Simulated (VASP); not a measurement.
# KBr (Fm-3m) in VASP: further runs

Aim: see how the results for KBr move with the level of theory and the settings. Levels: b88 exchange, pbe correlation, r2SCAN50, HF, PBE. Tasks: single point.

Program: VASP 6.6.1. These are calculated values, not measurements. Logs are shortened: lines on timing, memory, paths and dates and some standing lists are left out, and cuts for length are marked.

## (1) The cell of the first run

It takes space group Fm-3m (No. 225, cubic). Conventional cell: a = 6.600 Å, b = 6.600 Å, c = 6.600 Å, α = 90.00°, β = 90.00°, γ = 90.00°. Br (site symmetry m-3m) has 6 K at 3.30 Å within 4.3 Å. Within 4.3 Å of K (site symmetry m-3m) lie 6 Br at 3.30 Å.

## (2) Single point, b88 exchange, pbe correlation

INCAR reads:

```
SYSTEM = KBr
PREC = Accurate ; ENCUT = 500
EDIFF = 1E-6 ; ISMEAR = -1
SIGMA = 0.05 ; LREAL = .False.
LASPH = .True. ; NELM = 120
ALGO = Normal ; ISIF = 2
LWAVE = .False. ; LCHARG = .False.
GGA = LIBXC ; LIBXC1 = GGA_X_B88
LIBXC2 = GGA_C_PBE ; NBANDS = 15
GGA_COMPAT = .False.
```

KPOINTS reads:

```
regular mesh
0
Gamma
  7 7 7
  0 0 0
```

POSCAR reads:

```
KBr
1.0
    0.0000000000      3.3000000000      3.3000000000
    3.3000000000      0.0000000000      3.3000000000
    3.3000000000      3.3000000000      0.0000000000
Br K
1 1
Direct
    0.5000000000      0.5000000000      0.5000000000
    0.0000000000      0.0000000000      0.0000000000
```

Potentials or basis: VASP PAW PBE potentials, release 64 (Br, K_sv).

Launch:

```bash
> cat potpaw_PBE.64/Br/POTCAR potpaw_PBE.64/K_sv/POTCAR > POTCAR
> mpirun -np 1 vasp_std > vasp.out
```

OUTCAR:

```text
SYSTEM = KBr
   PREC = Accurate
   ENCUT = 500
   EDIFF = 1E-6
   ISMEAR = -1
   LREAL = .False.
   LASPH = .True.
   NELM = 120
   ISIF = 2
   GGA = LIBXC

 ion  position               nearest neighbor table
   1  0.500  0.500  0.500-   2 3.30   2 3.30   2 3.30   2 3.30   2 3.30   2 3.30
   2  0.000  0.000  0.000-   1 3.30   1 3.30   1 3.30   1 3.30   1 3.30   1 3.30

  LATTYP: Found a face centered cubic cell.
 ALAT       =     6.6000000000

  Lattice vectors:

 A1 = (   0.0000000000,   3.3000000000,   3.3000000000)
 A2 = (   3.3000000000,   0.0000000000,   3.3000000000)
 A3 = (   3.3000000000,   3.3000000000,   0.0000000000)

Analysis of symmetry for initial positions (statically):
=====================================================================
 Subroutine PRICEL returns:
 Original cell was already a primitive cell.

 Routine SETGRP: Setting up the symmetry group for a
 face centered cubic supercell.

 Subroutine GETGRP returns: Found 48 space group operations
 (whereof 48 operations were pure point group operations)
 out of a pool of 48 trial point group operations.

The static configuration has the point symmetry O_h .

Analysis of symmetry for dynamics (positions and initial velocities):
=====================================================================
 Subroutine PRICEL returns:
 Original cell was already a primitive cell.

 Routine SETGRP: Setting up the symmetry group for a
 face centered cubic supercell.

 Subroutine GETGRP returns: Found 48 space group operations
 (whereof 48 operations were pure point group operations)
 out of a pool of 48 trial point group operations.

The dynamic configuration has the point symmetry O_h .

 Subroutine INISYM returns: Found 48 space group operations
 (whereof 48 operations are pure point group operations),
 and found     1 'primitive' translations

----------------------------------------------------------------------------------------

                                     Primitive cell

  volume of cell :      71.8740

  direct lattice vectors                    reciprocal lattice vectors
     0.000000000  3.300000000  3.300000000    -0.151515152  0.151515152  0.151515152
     3.300000000  0.000000000  3.300000000     0.151515152 -0.151515152  0.151515152
     3.300000000  3.300000000  0.000000000     0.151515152  0.151515152 -0.151515152

  length of vectors
     4.666904756  4.666904756  4.666904756     0.262431941  0.262431941  0.262431941

  position of ions in fractional coordinates (direct lattice)
     0.500000000  0.500000000  0.500000000
     0.000000000  0.000000000  0.000000000

  ion indices of the primitive-cell ions
   primitive index   ion index
                 1           1
                 2           2

----------------------------------------------------------------------------------------

 KPOINTS: regular mesh

Automatic generation of k-mesh.
 Grid dimensions read from file:
 generate k-points for:    7    7    7

 Generating k-lattice:

  Cartesian coordinates                     Fractional coordinates (reciprocal lattice)
    -0.021645022  0.021645022  0.021645022     0.142857143  0.000000000  0.000000000
     0.021645022 -0.021645022  0.021645022     0.000000000  0.142857143  0.000000000
     0.021645022  0.021645022 -0.021645022     0.000000000  0.000000000  0.142857143

  Length of vectors
     0.037490277  0.037490277  0.037490277

  Shift w.r.t. Gamma in fractional coordinates (k-lattice)
     0.000000000  0.000000000  0.000000000

 Subroutine IBZKPT returns following result:
 ===========================================

 Found     20 irreducible k-points:

 Following reciprocal coordinates:
            Coordinates               Weight
  0.000000  0.000000  0.000000      1.000000
  0.142857  0.000000  0.000000      8.000000
  0.285714  0.000000  0.000000      8.000000
  0.428571  0.000000  0.000000      8.000000
  0.142857  0.142857  0.000000      6.000000
  0.285714  0.142857  0.000000     24.000000
[... 12 lines left out ...]
 -0.428571  0.428571  0.142857     24.000000
 -0.285714  0.428571  0.142857     24.000000
   k-points           NKPTS =     20   k-points in BZ     NKDIM =     20   number of bands    NBANDS=     15
   number of dos      NEDOS =    301   number of ions     NIONS =      2
   total plane-waves  NPLWV =  46656
   dimension x,y,z NGX =    36 NGY =   36 NGZ =   36
   dimension x,y,z NGXF=    72 NGYF=   72 NGZF=   72
   ions per type =               1   1
   NGX,Y,Z   is equivalent  to a cutoff of  12.82, 12.82, 12.82 a.u.
   NGXF,Y,Z  is equivalent  to a cutoff of  25.65, 25.65, 25.65 a.u.
 SYSTEM =  KBr
   PREC   = accura    normal or accurate (medium, high low for compatibility)
   ISTART =      0    job   : 0-new  1-cont  2-samecut
   ICHARG =      2    charge: 1-file 2-atom 10-const
   ISPIN  =      1    spin polarized calculation?
   LNONCOLLINEAR =      F non collinear calculations
   LSORBIT =      F    spin-orbit coupling
[... 61 lines left out ...]
      2     -14.0407      2.00000
      3     -13.0330      2.00000
      4     -13.0330      2.00000
      5     -13.0330      2.00000
      6      -1.7499      2.00000
      7      -1.7499      2.00000
      8      -1.7499      2.00000
      9       2.8408      0.00000
     10       5.9566      0.00000
     11       5.9566      0.00000
     12       5.9566      0.00000
     13       6.7233      0.00000
     14       6.7233      0.00000
     15      10.0584      0.00000

 k-point     2 :       0.1429    0.0000    0.0000
  band No.  band energies     occupation
      1     -29.5523      2.00000
      2     -14.0806      2.00000
      3     -13.0340      2.00000
      4     -13.0340      2.00000
      5     -12.9800      2.00000
      6      -2.0226      2.00000
      7      -1.8157      2.00000
      8      -1.8157      2.00000
      9       3.3333      0.00000
     10       5.8478      0.00000
     11       6.1961      0.00000
     12       6.1961      0.00000
     13       6.9889      0.00000
     14       6.9889      0.00000
     15      10.7318      0.00000

 k-point     3 :       0.2857    0.0000    0.0000
  band No.  band energies     occupation
      1     -29.5500      2.00000
      2     -14.1589      2.00000
      3     -13.0362      2.00000
      4     -13.0362      2.00000
      5     -12.8718      2.00000
      6      -2.5224      2.00000
      7      -1.9564      2.00000
      8      -1.9564      2.00000
      9       4.3204      0.00000
     10       5.9369      0.00000
     11       6.8532      0.00000
     12       6.8532      0.00000
     13       7.7060      0.00000
     14       7.7060      0.00000
     15      10.2433      0.00000

 k-point     4 :       0.4286    0.0000    0.0000
  band No.  band energies     occupation
      1     -29.5481      2.00000
      2     -14.2134      2.00000
      3     -13.0380      2.00000
      4     -13.0380      2.00000
      5     -12.7927      2.00000
      6      -2.8551      2.00000
      7      -2.0626      2.00000
      8      -2.0626      2.00000
      9       4.9125      0.00000
     10       6.4965      0.00000
     11       7.7794      0.00000
     12       7.7794      0.00000
     13       8.4238      0.00000
     14       8.4238      0.00000
     15       9.3937      0.00000
[... 235 lines left out ...]
 k-point    18 :      -0.4286    0.2857    0.1429
  band No.  band energies     occupation
      1     -29.5470      2.00000
      2     -14.1196      2.00000
      3     -13.0720      2.00000
      4     -13.0551      2.00000
      5     -12.8847      2.00000
      6      -2.6317      2.00000
      7      -2.2043      2.00000
      8      -2.1052      2.00000
      9       5.4013      0.00000
     10       5.9503      0.00000
     11       7.0559      0.00000
     12       7.8119      0.00000
     13       8.3419      0.00000
     14       8.6595      0.00000
     15       9.3610      0.00000

 k-point    19 :      -0.4286    0.4286    0.1429
  band No.  band energies     occupation
      1     -29.5465      2.00000
      2     -14.0301      2.00000
      3     -13.0918      2.00000
      4     -13.0757      2.00000
      5     -12.9725      2.00000
      6      -2.5107      2.00000
      7      -2.1512      2.00000
      8      -2.1390      2.00000
      9       4.8420      0.00000
     10       5.9672      0.00000
     11       6.9877      0.00000
     12       7.8910      0.00000
     13       8.0730      0.00000
     14       8.9404      0.00000
     15       9.4417      0.00000

 k-point    20 :      -0.2857    0.4286    0.1429
  band No.  band energies     occupation
      1     -29.5463      2.00000
      2     -14.0574      2.00000
      3     -13.0976      2.00000
      4     -13.0745      2.00000
      5     -12.9301      2.00000
      6      -2.4088      2.00000
      7      -2.3616      2.00000
      8      -2.1605      2.00000
      9       5.4338      0.00000
     10       6.1667      0.00000
     11       6.6970      0.00000
     12       7.3671      0.00000
     13       8.7725      0.00000
     14       8.8201      0.00000
     15       9.5921      0.00000

------------------------ aborting loop because EDIFF is reached ----------------------------------------

  FORCE on cell =-STRESS in cart. coord.  units (eV):
  Direction    XX          YY          ZZ          XY          YZ          ZX
  --------------------------------------------------------------------------------------
  -------------------------------------------------------------------------------------
  Total        0.5054450      0.5054450      0.5054450      0.0000000      0.0000000      0.0000000
  in kB       11.2671134     11.2671134     11.2671134      0.0000000      0.0000000      0.0000000
  external PRESSURE =      11.2671134 kB  Pullay stress =       0.0000000 kB

 VOLUME and BASIS-vectors are now :
 -----------------------------------------------------------------------------
  energy-cutoff  :      500.00
  volume of cell :       71.87
      direct lattice vectors                 reciprocal lattice vectors
     0.000000000  3.300000000  3.300000000    -0.151515152  0.151515152  0.151515152
     3.300000000  0.000000000  3.300000000     0.151515152 -0.151515152  0.151515152
     3.300000000  3.300000000  0.000000000     0.151515152  0.151515152 -0.151515152

 POSITION                                       TOTAL-FORCE (eV/Angst)
 -----------------------------------------------------------------------------------
      3.30000      3.30000      3.30000         0.000000     -0.000000      0.000000
      0.00000      0.00000      0.00000        -0.000000      0.000000     -0.000000
 -----------------------------------------------------------------------------------
    total drift:                                0.000000      0.000000      0.000000

  FREE ENERGIE OF THE ION-ELECTRON SYSTEM (eV)
  ---------------------------------------------------
  free  energy   TOTEN  =        -5.9909782585 eV

  energy  without entropy=       -5.9909782585  energy(sigma->0) =       -5.99097826
```

Wall time 17 s (1 thread of AMD EPYC 9R45 (Zen 5), shared host); peak memory 0.18 GiB.

Results:

```yaml
Free_energy: -5.9910 eV
Pressure: 1.1 GPa
Band_gap_on_the_k_mesh: 4.59 eV
```

Caveat: the PAW data sets were made with another functional, which shifts forces and pressure a little; an odd mesh through Γ misses points on the zone boundary, where band edges can lie.

## (3) Single point, r2SCAN50

POSCAR is that of step 2.

INCAR.step1 reads:

```
SYSTEM = KBr
ALGO     = Normal         ! electronic algorithm
EDIFF    = 1E-5           ! SCF threshold, eV
ENCUT    = 520            ! plane-wave cutoff, eV
GGA      = PE             ! functional
ISIF     = 2              ! what is computed and relaxed
ISMEAR   = -1             ! smearing method
LASPH    = .True.         ! aspherical terms in the spheres
LCHARG   = .False.        ! write CHGCAR
LREAL    = .False.        ! projectors in reciprocal space
LWAVE    = .True.         ! write WAVECAR
NBANDS   = 15             ! bands
NELM     = 80             ! most SCF steps
PREC     = Accurate       ! precision mode
SIGMA    = 0.05           ! smearing width, eV
```

INCAR.step2 reads:

```
SYSTEM = KBr
AEXX     = 0.5            ! exact-exchange fraction
ALGO     = Normal         ! electronic algorithm
EDIFF    = 1E-6           ! SCF threshold, eV
ENCUT    = 520            ! plane-wave cutoff, eV
ISIF     = 2              ! what is computed and relaxed
ISMEAR   = -1             ! smearing method
ISTART   = 1            
LASPH    = .True.         ! aspherical terms in the spheres
LCHARG   = .False.        ! write CHGCAR
LHFCALC  = .True.         ! exact exchange
LMIXTAU  = .True.       
LREAL    = .False.        ! projectors in reciprocal space
LWAVE    = .False.        ! write WAVECAR
METAGGA  = R2SCAN         ! meta-GGA
NBANDS   = 15             ! bands
NELM     = 80             ! most SCF steps
PREC     = Accurate       ! precision mode
PRECFOCK = Normal       
SIGMA    = 0.05           ! smearing width, eV
```

KPOINTS reads:

```
k-points
0
Gamma
  4 4 4
  0 0 0
```

Potentials or basis: VASP PAW PBE potentials, release 64 (Br, K_sv).

Launch:

```bash
> cat potpaw_PBE.64/Br/POTCAR potpaw_PBE.64/K_sv/POTCAR > POTCAR
> cp INCAR.step1 INCAR
> mpirun -np 1 vasp_std > vasp.out
> cp INCAR.step2 INCAR
> mpirun -np 1 vasp_std > vasp.out
```

Wall time 9 min (1 thread of Intel Xeon Platinum 8259CL at 2.50GHz (Skylake/Cascade Lake), shared host); peak memory 0.23 GiB.

Results (log left out):

```yaml
Free_energy: -17.8456 eV
Pressure: -0.2 GPa
Band_gap_on_the_k_mesh: 8.27 eV
```

Levels at points of the mesh, in eV from the valence-band top:
```csv
k point,band 4,band 5,band 6,band 7,band 8,band 9,band 10,band 11,band 12,band 13
"(0.00, 0.00, 0.00)",-13.04,-13.04,0.00,0.00,0.00,8.27,11.94,11.94,11.94,13.13
"(0.50, 0.00, 0.00)",-13.05,-12.78,-1.34,-0.37,-0.37,10.41,12.52,14.35,14.35,14.69
"(0.50, 0.50, 0.00)",-13.08,-13.08,-0.97,-0.34,-0.34,9.78,11.43,13.60,14.36,14.70
```

Caveat: the PAW data sets were made with another functional, which shifts forces and pressure a little.

## (4) Single point, HF

POSCAR is that of step 3.

INCAR.step1 reads:

```
  PREC = Accurate
  ENCUT = 520
  EDIFF = 1E-5
  ISMEAR = -1
  SIGMA = 0.05
  LREAL = F
  LASPH = T
  NELM = 100
  ALGO = Normal
  ISIF = 2
  LWAVE = T
  LCHARG = F
  GGA = PE
  NBANDS = 15
```

INCAR.step2 reads:

```
  PREC = Accurate
  ENCUT = 520
  EDIFF = 1E-7
  ISMEAR = -1
  SIGMA = 0.05
  LREAL = F
  LASPH = T
  NELM = 100
  ALGO = Normal
  ISIF = 2
  LWAVE = F
  LCHARG = F
  GGA = PE
  LHFCALC = T
  AEXX = 1.0
  ALDAC = 0.0
  AGGAC = 0.0
  PRECFOCK = Normal
  ISTART = 1
  NBANDS = 15
```

KPOINTS reads:

```
regular mesh
0
Gamma
  4 4 4
```

Launch:

```bash
> cat potpaw_PBE.64/Br/POTCAR potpaw_PBE.64/K_sv/POTCAR > POTCAR
> cp INCAR.step1 INCAR
> mpirun -np 1 vasp_std > vasp.out
> cp INCAR.step2 INCAR
> mpirun -np 1 vasp_std > vasp.out
```

It took 13 min on 1 thread of Intel Xeon Platinum 8259CL at 2.50GHz (Skylake/Cascade Lake), shared host; peak memory 0.22 GiB.

Results (log left out):

```
Free energy            : -11.1872 eV
Pressure               : 2.0 GPa
Band gap on the k mesh : 12.12 eV
```

Levels at points of the mesh, in eV from the valence-band top:
| k point | band 5 | band 6 | band 7 | band 8 | band 9 | band 10 | band 11 | band 12 |
| --- | --- | --- | --- | --- | --- | --- | --- | --- |
| (0.00, 0.00, 0.00) | -14.43 | 0.00 | 0.00 | 0.00 | 12.12 | 15.99 | 15.99 | 15.99 |
| (0.50, 0.00, 0.00) | -14.15 | -1.45 | -0.39 | -0.39 | 14.23 | 16.62 | 18.34 | 18.34 |
| (0.50, 0.50, 0.00) | -14.47 | -1.06 | -0.38 | -0.38 | 13.61 | 15.39 | 17.62 | 18.90 |

Caveat: the PAW data sets were made with another functional, which shifts forces and pressure a little.

## (5) Single point, PBE

INCAR reads:

```
  PREC = Accurate
  ENCUT = 520
  EDIFF = 1E-7
  ISMEAR = -1
  SIGMA = 0.06
  LREAL = False
  LASPH = True
  NELM = 100
  ALGO = Normal
  ISIF = 2
  LWAVE = False
  LCHARG = True
  GGA = PE
  LELF = True
  LVHAR = True
  NBANDS = 15
```

KPOINTS reads:

```
Automatic mesh
0
Gamma
  4 4 4
```

POSCAR is that of step 4.

Launch:

```bash
> cat potpaw_PBE.64/Br/POTCAR potpaw_PBE.64/K_sv/POTCAR > POTCAR
> mpirun -np 1 vasp_std > vasp.out
```

Wall time 14 s (1 thread of Intel Xeon 8259CL, shared host); peak memory 0.2 GiB.

It converged, with:

- Free energy: -6.2146 eV
- Pressure: 0.8 GPa
- Band gap on the k mesh: 4.43 eV

Levels at points of the mesh, in eV from the valence-band top:
| k point | band 6 | band 7 | band 8 | band 9 | band 10 | band 11 |
| --- | --- | --- | --- | --- | --- | --- |
| (0.00, 0.00, 0.00) | 0.00 | 0.00 | 0.00 | 4.43 | 7.60 | 7.60 |
| (0.50, 0.00, 0.00) | -1.18 | -0.33 | -0.33 | 6.59 | 8.23 | 9.76 |
| (0.50, 0.50, 0.00) | -0.81 | -0.29 | -0.29 | 5.86 | 7.20 | 9.37 |

## (6) The runs side by side

| level | k mesh | cutoff (eV) | smearing | grid for exact exchange (PRECFOCK) | share of exact exchange | gap on the mesh (eV) | pressure (GPa) |
| --- | --- | --- | --- | --- | --- | --- | --- |
| b88 exchange, pbe correlation | 7 × 7 × 7 | 500 | fermi-dirac 0.05 eV | - | - | 4.59 | 1.1 |
| r2SCAN50 | 4 × 4 × 4 | 520 | fermi-dirac 0.05 eV | Normal | 0.5 | 8.27 | -0.2 |
| HF | 4 × 4 × 4 | 520 | fermi-dirac 0.05 eV | Normal | 1 | 12.12 | 2.0 |
| PBE | 4 × 4 × 4 | 520 | fermi-dirac 0.06 eV | - | - | 4.43 | 0.8 |

Alike in all rows: task single point; potentials or basis VASP PAW PBE potentials, release 64 (Br, K_sv); no spin polarisation; cell as given.

On the cell as given the gap runs from 4.43 eV (PBE) to 12.12 eV (HF); the meshes differ, which moves gaps too. The pressure there spans -0.2 GPa (r2SCAN50) to 2.0 GPa (HF); a positive pressure means that this level wants a larger cell, a negative one a smaller.

Caveats: the PAW data sets were made with another functional, which shifts forces and pressure a little (at least some runs); an odd mesh through Γ misses points on the zone boundary, where band edges can lie (at least some runs).

Absolute energies hang on the potentials; compare differences alone.
